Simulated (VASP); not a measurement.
# Pb (Fd-3m) in VASP: notebook

Pb is run at these levels: PBE; tasks: electric field gradients.

All numbers are computed with VASP 6.6.1; they aren't measurements. Logs are shortened: lines on timing, memory, paths and dates and some standing lists are left out, and cuts for length are marked.

## (1) The cell of the first run

Symmetry: Fd-3m, No. 227, cubic system. Conventional cell: a = 6.738 Å, b = 6.738 Å, c = 6.738 Å, α = 90.00°, β = 90.00°, γ = 90.00°. Pb (site symmetry -43m) has 4 Pb at 2.92 Å within 3.8 Å.

## (2) Electric field gradients, PBE (volume scaled by 0.94)

File INCAR:

```
SYSTEM = Pb
PREC = Accurate
ENCUT = 520
EDIFF = 1E-8
ISMEAR = -1
SIGMA = 0.05
LREAL = .False.
LASPH = .True.
NELM = 60
ALGO = Normal
ISIF = 2
LWAVE = .False.
LCHARG = .False.
GGA = PE
LEFG = .True.
NBANDS = 21
```

File KPOINTS:

```
regular mesh
0
Gamma
  8 8 8
  0 0 0
```

File POSCAR:

```
Pb
1.0
    0.0000000000      3.3687966822      3.3687966822
    3.3687966822      0.0000000000      3.3687966822
    3.3687966822      3.3687966822      0.0000000000
Pb
2
Direct
    0.0000000000      0.0000000000      0.0000000000
    0.2500000000      0.2500000000      0.2500000000
```

Potentials or basis: VASP PAW PBE potentials, release 64 (Pb_d).

Command:

```sh
> cat potpaw_PBE.64/Pb_d/POTCAR > POTCAR
> mpirun -np 1 vasp_std > vasp.out
```

OUTCAR:

```text
SYSTEM = Pb
   PREC = Accurate
   ENCUT = 520
   EDIFF = 1E-8
   ISMEAR = -1
   LREAL = .False.
   LASPH = .True.
   NELM = 60
   ISIF = 2
   GGA = PE

 ion  position               nearest neighbor table
   1  0.000  0.000  0.000-   2 2.92   2 2.92   2 2.92   2 2.92
   2  0.250  0.250  0.250-   1 2.92   1 2.92   1 2.92   1 2.92

  LATTYP: Found a face centered cubic cell.
 ALAT       =     6.7375933644

  Lattice vectors:

 A1 = (   0.0000000000,   3.3687966822,   3.3687966822)
 A2 = (   3.3687966822,   0.0000000000,   3.3687966822)
 A3 = (   3.3687966822,   3.3687966822,   0.0000000000)

Analysis of symmetry for initial positions (statically):
=====================================================================
 Subroutine PRICEL returns:
 Original cell was already a primitive cell.

 Routine SETGRP: Setting up the symmetry group for a
 face centered cubic supercell.

 Subroutine GETGRP returns: Found 48 space group operations
 (whereof 24 operations were pure point group operations)
 out of a pool of 48 trial point group operations.

The static configuration has the point symmetry T_d .
 The point group associated with its full space group is O_h .

Analysis of symmetry for dynamics (positions and initial velocities):
=====================================================================
 Subroutine PRICEL returns:
 Original cell was already a primitive cell.

 Routine SETGRP: Setting up the symmetry group for a
 face centered cubic supercell.

 Subroutine GETGRP returns: Found 48 space group operations
 (whereof 24 operations were pure point group operations)
 out of a pool of 48 trial point group operations.

The dynamic configuration has the point symmetry T_d .
 The point group associated with its full space group is O_h .

 Subroutine INISYM returns: Found 48 space group operations
 (whereof 24 operations are pure point group operations),
 and found     1 'primitive' translations

----------------------------------------------------------------------------------------

                                     Primitive cell

  volume of cell :      76.4635

  direct lattice vectors                    reciprocal lattice vectors
     0.000000000  3.368796682  3.368796682    -0.148420949  0.148420949  0.148420949
     3.368796682  0.000000000  3.368796682     0.148420949 -0.148420949  0.148420949
     3.368796682  3.368796682  0.000000000     0.148420949  0.148420949 -0.148420949

  length of vectors
     4.764197957  4.764197957  4.764197957     0.257072624  0.257072624  0.257072624

  position of ions in fractional coordinates (direct lattice)
     0.000000000  0.000000000  0.000000000
     0.250000000  0.250000000  0.250000000

  ion indices of the primitive-cell ions
   primitive index   ion index
                 1           1
                 2           2

----------------------------------------------------------------------------------------

 KPOINTS: regular mesh

Automatic generation of k-mesh.
 Grid dimensions read from file:
 generate k-points for:    8    8    8

 Generating k-lattice:

  Cartesian coordinates                     Fractional coordinates (reciprocal lattice)
    -0.018552619  0.018552619  0.018552619     0.125000000  0.000000000  0.000000000
     0.018552619 -0.018552619  0.018552619     0.000000000  0.125000000  0.000000000
     0.018552619  0.018552619 -0.018552619     0.000000000  0.000000000  0.125000000

  Length of vectors
     0.032134078  0.032134078  0.032134078

  Shift w.r.t. Gamma in fractional coordinates (k-lattice)
     0.000000000  0.000000000  0.000000000

 Subroutine IBZKPT returns following result:
 ===========================================

 Found     29 irreducible k-points:

 Following reciprocal coordinates:
            Coordinates               Weight
  0.000000  0.000000  0.000000      1.000000
  0.125000  0.000000  0.000000      8.000000
  0.250000  0.000000  0.000000      8.000000
  0.375000  0.000000  0.000000      8.000000
  0.500000  0.000000  0.000000      4.000000
  0.125000  0.125000  0.000000      6.000000
[... 16 lines left out ...]
  0.500000  0.250000  0.125000     48.000000
 -0.375000  0.250000  0.125000     24.000000
 [... further k-points ...]
   k-points           NKPTS =     29   k-points in BZ     NKDIM =     29   number of bands    NBANDS=     21
   number of dos      NEDOS =    301   number of ions     NIONS =      2
   total plane-waves  NPLWV =  46656
   dimension x,y,z NGX =    36 NGY =   36 NGZ =   36
   dimension x,y,z NGXF=    72 NGYF=   72 NGZF=   72
   ions per type =               2
   NGX,Y,Z   is equivalent  to a cutoff of  12.56, 12.56, 12.56 a.u.
   NGXF,Y,Z  is equivalent  to a cutoff of  25.12, 25.12, 25.12 a.u.
 SYSTEM =  Pb
   PREC   = accura    normal or accurate (medium, high low for compatibility)
   ISTART =      0    job   : 0-new  1-cont  2-samecut
   ICHARG =      2    charge: 1-file 2-atom 10-const
   ISPIN  =      1    spin polarized calculation?
   LNONCOLLINEAR =      F non collinear calculations
   LSORBIT =      F    spin-orbit coupling
   LASPH  =      T    aspherical Exc in radial PAW
   ENCUT  =  520.0 eV  38.22 Ry    6.18 a.u.   8.86  8.86  8.86*2*pi/ulx,y,z
   NELM   =     60;   NELMIN=  2; NELMDL= -5     # of ELM steps
   EDIFF  = 0.1E-07   stopping-criterion for ELM
   LREAL  =      F    real-space projection
   EDIFFG = 0.1E-06   stopping-criterion for IOM
   NSW    =      0    number of steps for IOM
   IBRION =     -1    ionic relax: 0-MD 1-quasi-New 2-CG
   NFREE  =      0    steps in history (QN), initial steepest desc. (CG)
   ISIF   =      2    stress and relaxation
   ISYM   =      2    0-nonsym 1-usesym 2-fastsym
   POTIM  = 0.5000    time-step for ionic-motion
   TEBEG  =    0.0;   TEEND  =   0.0 temperature during run
   PSTRESS=    0.0 pullay stress
   NELECT =      28.0000    total number of electrons
   NUPDOWN=      -1.0000    fix difference up-down
   EMIN   =  10.00;   EMAX   =-10.00  energy-range for DOS
   EFERMI =   0.00;   METHOD = LEGACY
   ISMEAR =    -1;   SIGMA  =   0.05  broadening in eV -4-tet -1-fermi 0-gaus
   EFERMI_NEDOS =   21; number of points for ismear=-14 and -15
   IALGO  =     38    algorithm
   IMIX   =      4    mixing-type and parameters
     AMIX     =   0.40;   BMIX     =  1.00
     AMIX_MAG =   1.60;   BMIX_MAG =  1.00
  volume/ion in A,a.u.               =      38.23       258.00
  Fermi-wavevector in a.u.,A,eV,Ry     =   1.171231  2.213306 18.664241  1.371783
  Thomas-Fermi vector in A             =   2.307678
   LORBIT       =      0    0 simple, 1 ext, 2 COOP (PROOUT), +10 PAW based schemes
   GGA     = PE    functional components
   LHFCALC =     F    Hartree Fock is set to
   AEXX    =    0.0000 exact exchange contribution
   IVDW    =     0    specifies the selected vdW correction
   LEPSILON=     F    determine dielectric tensor
   LRPA    =     F    only Hartree local field effects (RPA)
 non-spin polarized calculation
  energy-cutoff  :      520.00
  volume of cell :       76.46
 maximum number of plane-waves:      2085
   NGX = 17   NGY = 17   NGZ = 17

 number of electron      28.0000003 magnetization

 Free energy of the ion-electron system (eV)
  ---------------------------------------------------
  ext. energy  EPLUGINS =         0.00000000
  ---------------------------------------------------
  free energy    TOTEN  =        -6.45651275 eV

  energy without entropy =       -6.45257215  energy(sigma->0) =       -6.45454245

 E-fermi :   4.9846     XC(G=0):  -8.6956

 val. band max:        4.6316610468   @ k =   0.1250   0.1250   0.0000
 cond. band min:       4.9925097983   @ k =  -0.1250   0.1250   0.0000
 fundamental gap:      0.3608487515
 Fermi energy:         4.9846001680

 k-point     1 :       0.0000    0.0000    0.0000
  band No.  band energies     occupation
      1     -12.4141      2.00000
      2     -12.4141      2.00000
      3     -12.4141      2.00000
      4     -12.3270      2.00000
      5     -12.3270      2.00000
      6     -11.8251      2.00000
[... 13 lines left out ...]
     20      12.9555      0.00000
     21      12.9555      0.00000

 k-point     2 :       0.1250    0.0000    0.0000
  band No.  band energies     occupation
      1     -12.4323      2.00000
      2     -12.4323      2.00000
      3     -12.4103      2.00000
      4     -12.3009      2.00000
      5     -12.3009      2.00000
      6     -11.8526      2.00000
[... 13 lines left out ...]
     20      12.3247      0.00000
     21      12.3248      0.00000

 k-point     3 :       0.2500    0.0000    0.0000
  band No.  band energies     occupation
      1     -12.4554      2.00000
      2     -12.4554      2.00000
      3     -12.4009      2.00000
      4     -12.2607      2.00000
      5     -12.2607      2.00000
      6     -11.8854      2.00000
[... 13 lines left out ...]
     20      12.1471      0.00000
     21      12.1471      0.00000

 k-point     4 :       0.3750    0.0000    0.0000
  band No.  band energies     occupation
      1     -12.4671      2.00000
      2     -12.4671      2.00000
      3     -12.3911      2.00000
      4     -12.2360      2.00000
      5     -12.2360      2.00000
      6     -11.9023      2.00000
[... 13 lines left out ...]
     20      12.7982      0.00000
     21      12.7982      0.00000

 k-point     5 :       0.5000    0.0000    0.0000
  band No.  band energies     occupation
      1     -12.4700      2.00000
      2     -12.4700      2.00000
      3     -12.3868      2.00000
      4     -12.2292      2.00000
      5     -12.2292      2.00000
      6     -11.9060      2.00000
[... 13 lines left out ...]
     20      13.1228      0.00000
     21      13.5247      0.00000
[... 382 lines left out ...]
     20      13.5167      0.00000
     21      15.4660      0.00000

 k-point    22 :       0.3750    0.2500    0.1250
  band No.  band energies     occupation
      1     -12.4793      2.00000
      2     -12.4739      2.00000
      3     -12.3835      2.00000
      4     -12.2426      2.00000
      5     -12.1782      2.00000
      6     -12.0185      2.00000
[... 13 lines left out ...]
     20      12.4444      0.00000
     21      13.1285      0.00000

 k-point    23 :       0.5000    0.2500    0.1250
  band No.  band energies     occupation
      1     -12.5065      2.00000
      2     -12.4885      2.00000
      3     -12.3380      2.00000
      4     -12.2074      2.00000
      5     -12.1480      2.00000
      6     -12.0419      2.00000
[... 13 lines left out ...]
     20      12.5886      0.00000
     21      13.5978      0.00000

 k-point    24 :      -0.3750    0.2500    0.1250
  band No.  band energies     occupation
      1     -12.5184      2.00000
      2     -12.4916      2.00000
      3     -12.3167      2.00000
      4     -12.1816      2.00000
      5     -12.1515      2.00000
      6     -12.0351      2.00000
[... 13 lines left out ...]
     20      13.0023      0.00000
     21      13.7896      0.00000

 [... further k-points ...]
[... 5 lines left out ...]
  --------------------------------------------------------------------------------------
  -------------------------------------------------------------------------------------
  Total        2.3315360      2.3315360      2.3315360      0.0000000      0.0000000      0.0000000
  in kB       48.8537961     48.8537961     48.8537961      0.0000000      0.0000000      0.0000000
  external PRESSURE =      48.8537961 kB  Pullay stress =       0.0000000 kB

 VOLUME and BASIS-vectors are now :
 -----------------------------------------------------------------------------
  energy-cutoff  :      520.00
  volume of cell :       76.46
      direct lattice vectors                 reciprocal lattice vectors
     0.000000000  3.368796682  3.368796682    -0.148420949  0.148420949  0.148420949
     3.368796682  0.000000000  3.368796682     0.148420949 -0.148420949  0.148420949
     3.368796682  3.368796682  0.000000000     0.148420949  0.148420949 -0.148420949

 POSITION                                       TOTAL-FORCE (eV/Angst)
 -----------------------------------------------------------------------------------
      0.00000      0.00000      0.00000        -0.000000     -0.000000     -0.000000
      1.68440      1.68440      1.68440         0.000000      0.000000      0.000000
 -----------------------------------------------------------------------------------
    total drift:                                0.000000      0.000000      0.000000

  FREE ENERGIE OF THE ION-ELECTRON SYSTEM (eV)
  ---------------------------------------------------
  free  energy   TOTEN  =        -6.4565127507 eV

  energy  without entropy=       -6.4525721538  energy(sigma->0) =       -6.45454245

 Electric field gradients (V/A^2)
---------------------------------------------------------------------
 ion       V_xx      V_yy      V_zz      V_xy      V_xz      V_yz
---------------------------------------------------------------------
   1       0.000    -0.000     0.000    -0.001    -0.001    -0.001
   2      -0.000    -0.000     0.000    -0.001    -0.001    -0.001
---------------------------------------------------------------------

 Electric field gradients after diagonalization (V/A^2)
 (convention: |V_zz| > |V_xx| > |V_yy|)
----------------------------------------------------------------------
 ion       V_xx      V_yy      V_zz     asymmetry (V_yy - V_xx)/ V_zz
----------------------------------------------------------------------
   1       0.001     0.001    -0.002       0.000
   2       0.001     0.001    -0.002       0.000
----------------------------------------------------------------------

           NMR quadrupolar parameters

 Cq : quadrupolar parameter    Cq=e*Q*V_zz/h
 eta: asymmetry parameters     (V_yy - V_xx)/ V_zz
 Q  : nuclear electric quadrupole moment in mb (millibarn)
----------------------------------------------------------------------
 ion       Cq(MHz)       eta       Q (mb)
----------------------------------------------------------------------
   1      -0.000       0.000       1.000
   2      -0.000       0.000       1.000
----------------------------------------------------------------------
```

Wall time 19 s (1 thread of Intel Xeon 6975P-C (Granite Rapids), shared host); peak memory 0.21 GiB.

What came out:

```yaml
Free_energy: -6.4565 eV
Pressure: 4.9 GPa
Band_gap_on_the_k_mesh: zero (band 14 reaches 5.36 eV, above the bottom of band 15 at 4.10 eV)
```

Levels at points of the mesh, in eV from the Fermi level:
```
           k point  band 11  band 12  band 13  band 14  band 15  band 16  band 17  band 18
(0.00, 0.00, 0.00)   -11.58    -3.64     0.37     0.37     0.37     2.40     2.40     2.40
(0.50, 0.00, 0.00)   -10.10    -7.27    -1.00    -0.88    -0.88     3.56     3.56     5.36
(0.50, 0.50, 0.00)    -8.71    -8.71    -2.21    -2.21     0.78     0.78     7.51     7.51
```

Caveat: without QUAD_EFG the Cq values of the log hold for a quadrupole moment of 1 mb, not for the nuclei; spin-orbit coupling is left out, which moves the levels of the heavy elements.

(Continued in part 2 of 2.)
